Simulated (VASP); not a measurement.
# Ga2O3 (R-3c) in VASP: single point with PBE

Aim: the single point of Ga2O3 with PBE.

Everything below comes from runs of VASP 6.6.1. Logs are shortened: lines on timing, memory, paths and dates and some standing lists are left out, and cuts for length are marked.

### 1 The cell of the first run

Symmetry: R-3c, No. 167, trigonal system. The conventional cell has a = 5.053 Å, b = 5.053 Å, c = 13.624 Å, α = 90.00°, β = 90.00°, γ = 120.00°. Within 2.6 Å of Ga (site symmetry 3) lie 6 O at 1.95 to 2.10 Å. Within 2.6 Å of O (site symmetry 2) lie 4 Ga at 1.95 to 2.10 Å.

### 2 Single point, PBE

Contents of INCAR:

```
SYSTEM = Ga2O3
PREC = Accurate
ENCUT = 520
EDIFF = 1E-7
ISMEAR = 0
SIGMA = 0.1
LREAL = .FALSE.
LASPH = .TRUE.
NELM = 80
ALGO = Normal
ISIF = 2
LWAVE = .FALSE.
LCHARG = .FALSE.
GGA = PE
NBANDS = 55
```

Contents of KPOINTS:

```
regular mesh
0
G
  6 6 6
  0 0 0
```

Contents of POSCAR:

```
Ga2O3
1.0
    2.5265241414      1.4586893931      4.5413334120
   -2.5265241414      1.4586893931      4.5413334120
    0.0000000000     -2.9173787863      4.5413334120
Ga O
4 6
Direct
    0.3559115254      0.3559115254      0.3559115254
    0.1440884746      0.1440884746      0.1440884746
    0.6440884746      0.6440884746      0.6440884746
    0.8559115254      0.8559115254      0.8559115254
    0.5530571464      0.9469428536      0.2500000000
    0.2500000000      0.5530571464      0.9469428536
    0.9469428536      0.2500000000      0.5530571464
    0.4469428536      0.0530571464      0.7500000000
    0.7500000000      0.4469428536      0.0530571464
    0.0530571464      0.7500000000      0.4469428536
```

Potentials or basis: VASP PAW PBE potentials, release 64 (Ga_d, O).

Started as:

```bash
cat potpaw_PBE.64/Ga_d/POTCAR potpaw_PBE.64/O/POTCAR > POTCAR
mpirun -np 1 vasp_std > vasp.out
```

OUTCAR:

```text
SYSTEM = Ga2O3
   PREC = Accurate
   ENCUT = 520
   EDIFF = 1E-7
   ISMEAR = 0
   LREAL = .FALSE.
   LASPH = .TRUE.
   NELM = 80
   ISIF = 2
   GGA = PE

 ion  position               nearest neighbor table
   1  0.356  0.356  0.356-   9 1.95   8 1.95  10 1.95   7 2.10   6 2.10   5 2.10   2 2.89
   2  0.144  0.144  0.144-  10 1.95   8 1.95   9 1.95   6 2.10   7 2.10   5 2.10   1 2.89
   3  0.644  0.644  0.644-   6 1.95   5 1.95   7 1.95  10 2.10   9 2.10   8 2.10   4 2.89
   4  0.856  0.856  0.856-   7 1.95   5 1.95   6 1.95   9 2.10  10 2.10   8 2.10   3 2.89
   5  0.553  0.947  0.250-   3 1.95   4 1.95   1 2.10   2 2.10
   6  0.250  0.553  0.947-   3 1.95   4 1.95   2 2.10   1 2.10
   7  0.947  0.250  0.553-   4 1.95   3 1.95   1 2.10   2 2.10
   8  0.447  0.053  0.750-   1 1.95   2 1.95   3 2.10   4 2.10
   9  0.750  0.447  0.053-   1 1.95   2 1.95   4 2.10   3 2.10
  10  0.053  0.750  0.447-   2 1.95   1 1.95   3 2.10   4 2.10

  LATTYP: Found a trigonal (rhomboedric) cell.
 ALAT       =     5.3976669165
 COS(alpha) =     0.5618077040

  Lattice vectors:

 A1 = (   2.5265241414,   1.4586893931,   4.5413334120)
 A2 = (  -2.5265241414,   1.4586893931,   4.5413334120)
 A3 = (   0.0000000000,  -2.9173787863,   4.5413334120)

Analysis of symmetry for initial positions (statically):
=====================================================================
 Subroutine PRICEL returns:
 Original cell was already a primitive cell.

 Routine SETGRP: Setting up the symmetry group for a
 trigonal (rhombohedral) supercell.

 Subroutine GETGRP returns: Found 12 space group operations
 (whereof  6 operations were pure point group operations)
 out of a pool of 12 trial point group operations.

The static configuration has the point symmetry S_6 .
 The point group associated with its full space group is D_3d.

Analysis of symmetry for dynamics (positions and initial velocities):
=====================================================================
 Subroutine PRICEL returns:
 Original cell was already a primitive cell.

 Routine SETGRP: Setting up the symmetry group for a
 trigonal (rhombohedral) supercell.

 Subroutine GETGRP returns: Found 12 space group operations
 (whereof  6 operations were pure point group operations)
 out of a pool of 12 trial point group operations.

The dynamic configuration has the point symmetry S_6 .
 The point group associated with its full space group is D_3d.

 Subroutine INISYM returns: Found 12 space group operations
 (whereof  6 operations are pure point group operations),
 and found     1 'primitive' translations

----------------------------------------------------------------------------------------

                                     Primitive cell

  volume of cell :     100.4202

  direct lattice vectors                    reciprocal lattice vectors
     2.526524141  1.458689393  4.541333412     0.197900345  0.114257818  0.073399881
    -2.526524141  1.458689393  4.541333412    -0.197900345  0.114257818  0.073399881
     0.000000000 -2.917378786  4.541333412     0.000000000 -0.228515635  0.073399881

  length of vectors
     5.397666917  5.397666917  5.397666917     0.240014454  0.240014454  0.240014454

  position of ions in fractional coordinates (direct lattice)
     0.355911525  0.355911525  0.355911525
     0.144088475  0.144088475  0.144088475
     0.644088475  0.644088475  0.644088475
     0.855911525  0.855911525  0.855911525
     0.553057146  0.946942854  0.250000000
     0.250000000  0.553057146  0.946942854
     0.946942854  0.250000000  0.553057146
     0.446942854  0.053057146  0.750000000
     0.750000000  0.446942854  0.053057146
     0.053057146  0.750000000  0.446942854

  ion indices of the primitive-cell ions
   primitive index   ion index
                 1           1
                 2           2
                 3           3
                 4           4
                 5           5
                 6           6
                 7           7
                 8           8
                 9           9
                10          10

----------------------------------------------------------------------------------------

 KPOINTS: regular mesh

Automatic generation of k-mesh.
 Grid dimensions read from file:
 generate k-points for:    6    6    6

 Generating k-lattice:

  Cartesian coordinates                     Fractional coordinates (reciprocal lattice)
     0.032983391  0.019042970  0.012233314     0.166666667  0.000000000  0.000000000
    -0.032983391  0.019042970  0.012233314     0.000000000  0.166666667  0.000000000
     0.000000000 -0.038085939  0.012233314    -0.000000000 -0.000000000  0.166666667

  Length of vectors
     0.040002409  0.040002409  0.040002409

  Shift w.r.t. Gamma in fractional coordinates (k-lattice)
     0.000000000  0.000000000  0.000000000

 Subroutine IBZKPT returns following result:
 ===========================================

 Found     32 irreducible k-points:

 Following reciprocal coordinates:
            Coordinates               Weight
  0.000000  0.000000  0.000000      1.000000
  0.166667  0.000000  0.000000      6.000000
  0.333333  0.000000  0.000000      6.000000
  0.500000  0.000000  0.000000      3.000000
  0.166667  0.166667  0.000000      6.000000
  0.333333  0.166667  0.000000     12.000000
[... 16 lines left out ...]
  0.500000  0.500000  0.166667      6.000000
 -0.333333  0.500000  0.166667     12.000000
 [... further k-points ...]
   k-points           NKPTS =     32   k-points in BZ     NKDIM =     32   number of bands    NBANDS=     55
   number of dos      NEDOS =    301   number of ions     NIONS =     10
   total plane-waves  NPLWV =  64000
   dimension x,y,z NGX =    40 NGY =   40 NGZ =   40
   dimension x,y,z NGXF=    80 NGYF=   80 NGZF=   80
   ions per type =               4   6
   NGX,Y,Z   is equivalent  to a cutoff of  12.32, 12.32, 12.32 a.u.
   NGXF,Y,Z  is equivalent  to a cutoff of  24.64, 24.64, 24.64 a.u.
 SYSTEM =  Ga2O3
   PREC   = accura    normal or accurate (medium, high low for compatibility)
   ISTART =      0    job   : 0-new  1-cont  2-samecut
   ICHARG =      2    charge: 1-file 2-atom 10-const
   ISPIN  =      1    spin polarized calculation?
   LNONCOLLINEAR =      F non collinear calculations
   LSORBIT =      F    spin-orbit coupling
   LASPH  =      T    aspherical Exc in radial PAW
   ENCUT  =  520.0 eV  38.22 Ry    6.18 a.u.  10.04 10.04 10.04*2*pi/ulx,y,z
   NELM   =     80;   NELMIN=  2; NELMDL= -5     # of ELM steps
   EDIFF  = 0.1E-06   stopping-criterion for ELM
   LREAL  =      F    real-space projection
   EDIFFG = 0.1E-05   stopping-criterion for IOM
   NSW    =      0    number of steps for IOM
   IBRION =     -1    ionic relax: 0-MD 1-quasi-New 2-CG
   NFREE  =      0    steps in history (QN), initial steepest desc. (CG)
   ISIF   =      2    stress and relaxation
   ISYM   =      2    0-nonsym 1-usesym 2-fastsym
   POTIM  = 0.5000    time-step for ionic-motion
   TEBEG  =    0.0;   TEEND  =   0.0 temperature during run
   PSTRESS=    0.0 pullay stress
   NELECT =      88.0000    total number of electrons
   NUPDOWN=      -1.0000    fix difference up-down
   EMIN   =  10.00;   EMAX   =-10.00  energy-range for DOS
   EFERMI =   0.00;   METHOD = LEGACY
   ISMEAR =     0;   SIGMA  =   0.10  broadening in eV -4-tet -1-fermi 0-gaus
   EFERMI_NEDOS =   21; number of points for ismear=-14 and -15
   IALGO  =     38    algorithm
   IMIX   =      4    mixing-type and parameters
     AMIX     =   0.40;   BMIX     =  1.00
     AMIX_MAG =   1.60;   BMIX_MAG =  1.00
  volume/ion in A,a.u.               =      10.04        67.77
  Fermi-wavevector in a.u.,A,eV,Ry     =   1.566614  2.960472 33.392511  2.454280
  Thomas-Fermi vector in A             =   2.668916
   LORBIT       =      0    0 simple, 1 ext, 2 COOP (PROOUT), +10 PAW based schemes
   GGA     = PE    functional components
   LHFCALC =     F    Hartree Fock is set to
   AEXX    =    0.0000 exact exchange contribution
   IVDW    =     0    specifies the selected vdW correction
   LEPSILON=     F    determine dielectric tensor
   LRPA    =     F    only Hartree local field effects (RPA)
 non-spin polarized calculation
 Gauss-broadening in eV      SIGMA  =   0.10
  energy-cutoff  :      520.00
  volume of cell :      100.42
 maximum number of plane-waves:      2724
   NGX = 21   NGY = 21   NGZ = 21

 number of electron      88.0000000 magnetization

 Free energy of the ion-electron system (eV)
  ---------------------------------------------------
  ext. energy  EPLUGINS =         0.00000000
  ---------------------------------------------------
  free energy    TOTEN  =       -59.39175236 eV

  energy without entropy =      -59.39175236  energy(sigma->0) =      -59.39175236

 E-fermi :   4.5638     XC(G=0): -11.9721

 val. band max:        4.1245167984   @ k =  -0.1667   0.1667   0.0000
 cond. band min:       6.5351440446   @ k =   0.0000   0.0000   0.0000
 fundamental gap:      2.4106272462
 Fermi energy:         4.5637501585

 k-point     1 :       0.0000    0.0000    0.0000
  band No.  band energies     occupation
      1     -14.5729      2.00000
      2     -12.7069      2.00000
      3     -12.7069      2.00000
      4     -12.6871      2.00000
      5     -12.6642      2.00000
      6     -12.6642      2.00000
[... 47 lines left out ...]
     54      15.0257      0.00000
     55      16.0979      0.00000

 k-point     2 :       0.1667    0.0000    0.0000
  band No.  band energies     occupation
      1     -14.4545      2.00000
      2     -12.8308      2.00000
      3     -12.7192      2.00000
      4     -12.7144      2.00000
      5     -12.6736      2.00000
      6     -12.6559      2.00000
[... 47 lines left out ...]
     54      15.6268      0.00000
     55      15.9210      0.00000
[... 1216 lines left out ...]
     54      16.0534      0.00000
     55      16.1420      0.00000

 k-point    24 :      -0.3333    0.5000    0.1667
  band No.  band energies     occupation
      1     -13.6064      2.00000
      2     -13.3161      2.00000
      3     -13.0283      2.00000
      4     -12.9131      2.00000
      5     -12.7016      2.00000
      6     -12.6625      2.00000
[... 47 lines left out ...]
     54      15.8891      0.00000
     55      16.1799      0.00000

 [... further k-points ...]

------------------------ aborting loop because EDIFF is reached ----------------------------------------

  FORCE on cell =-STRESS in cart. coord.  units (eV):
  Direction    XX          YY          ZZ          XY          YZ          ZX
  --------------------------------------------------------------------------------------
  -------------------------------------------------------------------------------------
  Total        0.9118739      0.9118739      0.6113896      0.0000000     -0.0000000      0.0000000
  in kB       14.5487088     14.5487088      9.7545613      0.0000000     -0.0000000      0.0000000
  external PRESSURE =      12.9506596 kB  Pullay stress =       0.0000000 kB

 VOLUME and BASIS-vectors are now :
 -----------------------------------------------------------------------------
  energy-cutoff  :      520.00
  volume of cell :      100.42
      direct lattice vectors                 reciprocal lattice vectors
     2.526524141  1.458689393  4.541333412     0.197900345  0.114257818  0.073399881
    -2.526524141  1.458689393  4.541333412    -0.197900345  0.114257818  0.073399881
     0.000000000 -2.917378786  4.541333412     0.000000000 -0.228515635  0.073399881

 POSITION                                       TOTAL-FORCE (eV/Angst)
 -----------------------------------------------------------------------------------
      0.00000     -0.00000      4.84894        -0.000000      0.000000     -0.002878
      0.00000     -0.00000      1.96306        -0.000000     -0.000000      0.002878
      0.00000     -0.00000      8.77506        -0.000000     -0.000000      0.002878
      0.00000     -0.00000     11.66094        -0.000000      0.000000     -0.002878
     -0.99516      1.45869      7.94733         0.002668      0.000000     -0.000000
     -0.76568     -1.59118      7.94733        -0.001334      0.002311      0.000000
      1.76084      0.13249      7.94733        -0.001334     -0.002311      0.000000
      0.99516     -1.45869      5.67667        -0.002668      0.000000     -0.000000
      0.76568      1.59118      5.67667         0.001334     -0.002311      0.000000
     -1.76084     -0.13249      5.67667         0.001334      0.002311      0.000000
 -----------------------------------------------------------------------------------
    total drift:                               -0.000000      0.000000     -0.000000

  FREE ENERGIE OF THE ION-ELECTRON SYSTEM (eV)
  ---------------------------------------------------
  free  energy   TOTEN  =       -59.3917523591 eV

  energy  without entropy=      -59.3917523591  energy(sigma->0) =      -59.39175236
```

Run time: 2.9 min. Hardware: 1 thread of Intel Xeon Platinum 8488C (Sapphire Rapids), shared host; peak memory 0.3 GiB.

Results:

```
Free energy            : -59.3918 eV
Pressure               : 1.3 GPa
Band gap on the k mesh : 2.41 eV, indirect (least direct gap 2.64 eV)
```

Forces on the atoms (eV/Å):
```
Ga   0.000  0.000 -0.003
Ga   0.000  0.000  0.003
Ga   0.000  0.000  0.003
Ga   0.000  0.000 -0.003
O    0.003  0.000  0.000
O   -0.001  0.002  0.000
O   -0.001 -0.002  0.000
O   -0.003  0.000  0.000
O    0.001 -0.002  0.000
O    0.001  0.002  0.000
```

Stress tensor (GPa, compression positive):
```
1.45 0.00 0.00
0.00 1.45 0.00
0.00 0.00 0.98
```
